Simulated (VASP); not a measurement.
Set up this calculation in VASP 6.6.1, as the native input.

| Property | Result |
| --- | --- |
| Task | single point |
| Functional | r2SCAN |
| Potentials or basis | VASP PAW PBE potentials, release 64 (Fe, O) |
| Cutoff | 520 eV |
| k mesh | 9 × 9 × 9 |
| Occupations | fermi-dirac, width 0.05 eV |
| Spin | collinear spin, ferromagnetic start |
| Starting moments | [3.0, 0.0] μB |
| Dipole correction | no |
| Further INCAR settings | ALGO = Normal; EDIFF = 1e-07; NBANDS = 18 |

FeO (Wuestite):

```
CELL_PARAMETERS angstrom
1.51882 0.87689 2.51958
-1.51882 0.87689 2.51958
0.00000 -1.75378 2.51958
ATOMIC_POSITIONS crystal
Fe 0.00000 0.00000 0.00000
O 0.50000 0.50000 0.50000
```

One way to write it, as run:

POSCAR

```
FeO
1.0
    1.5188209023      0.8768916568      2.5195772846
   -1.5188209023      0.8768916568      2.5195772846
    0.0000000000     -1.7537833136      2.5195772846
Fe O
1 1
Direct
    0.0000000000      0.0000000000      0.0000000000
    0.5000000000      0.5000000000      0.5000000000
```

INCAR.step1

```
ALGO = Normal
EDIFF = 1E-4
ENCUT = 520
GGA = PE
ISMEAR = -1
ISPIN = 2
LASPH = True
LCHARG = False
LMAXMIX = 4
LREAL = False
LWAVE = True
MAGMOM = 3 0
NBANDS = 18
NELM = 150
PREC = Accurate
SIGMA = 0.05
```

INCAR.step2

```
ALGO = Normal
EDIFF = 1E-7
ENCUT = 520
ISIF = 2
ISMEAR = -1
ISPIN = 2
ISTART = 1
LASPH = True
LCHARG = False
LMAXMIX = 4
LMIXTAU = True
LORBIT = 11
LREAL = False
LWAVE = False
MAGMOM = 3 0
METAGGA = R2SCAN
NBANDS = 18
NELM = 150
PREC = Accurate
SIGMA = 0.05
```

KPOINTS

```
k-points
0
Gamma
  9 9 9
```

Potentials or basis: VASP PAW PBE potentials, release 64 (Fe, O).

Launch:

```sh
$ cat potpaw_PBE.64/Fe/POTCAR potpaw_PBE.64/O/POTCAR > POTCAR
$ cp INCAR.step1 INCAR
$ mpirun -np 1 vasp_std > vasp.out
$ cp INCAR.step2 INCAR
$ mpirun -np 1 vasp_std > vasp.out
```

Results of the run:

| Quantity | Value |
| --- | --- |
| Pressure | -7.0 GPa |
| Band gap on the k mesh | zero (filled and empty bands overlap) |
| Net moment | 4.00 μB per cell |
| Site moments | Fe +3.69; O +0.28 μB |
| Valence electrons inside the program's atomic spheres | Fe 6.69; O 5.03 |

Caveat: the PAW data sets were made with another functional, which shifts forces and pressure a little; a cell with one magnetic atom can't hold antiferromagnetic order, which such compounds often take; semilocal functionals often make such compounds metallic where correlation or magnetic order opens a gap, which also shifts bond lengths.

It took 3.6 min on 1 thread of Intel(R) Xeon(R) Platinum 8488C (Sapphire Rapids) (shared host), peak memory 0.19 GiB.
